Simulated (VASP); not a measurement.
NaI: single point with r2SCAN

NaI:

```
CELL_PARAMETERS angstrom
0.00000 3.23640 3.23640
3.23640 0.00000 3.23640
3.23640 3.23640 0.00000
ATOMIC_POSITIONS crystal
Na 0.00000 0.00000 0.00000
I 0.50000 0.50000 0.50000
```

| Property | Result |
| --- | --- |
| Program | VASP 6.6.1 |
| Task | single point |
| Functional | r2SCAN |
| Potentials or basis | VASP PAW PBE potentials, release 64 (Na_pv, I) |
| Cutoff | 520 eV |
| k mesh | 6 × 6 × 6 |
| Occupations | gaussian, width 0.05 eV |
| Spin | no spin polarisation |

| Quantity | Value |
| --- | --- |
| Pressure | -0.2 GPa |
| Band gap on the k mesh | 4.44 eV |

Levels at points of the mesh, in eV from the valence-band top:
| k point | band 5 | band 6 | band 7 | band 8 | band 9 | band 10 |
| --- | --- | --- | --- | --- | --- | --- |
| (0.00, 0.00, 0.00) | 0.00 | 0.00 | 0.00 | 4.44 | 8.47 | 8.47 |
| (0.50, 0.00, 0.00) | -2.18 | -0.30 | -0.30 | 5.69 | 8.07 | 8.07 |
| (0.50, 0.50, 0.00) | -1.93 | -0.76 | -0.76 | 5.23 | 6.02 | 10.73 |

Wall time 81 s on 1 thread of Intel Xeon 8259CL (shared host), peak memory 0.21 GiB.

Caveat: the PAW data sets were made with another functional, which shifts forces and pressure a little; spin-orbit coupling is left out, which moves the levels of the heavy elements. r2SCAN opens gaps a little over a GGA but as a rule still falls short of measured ones.
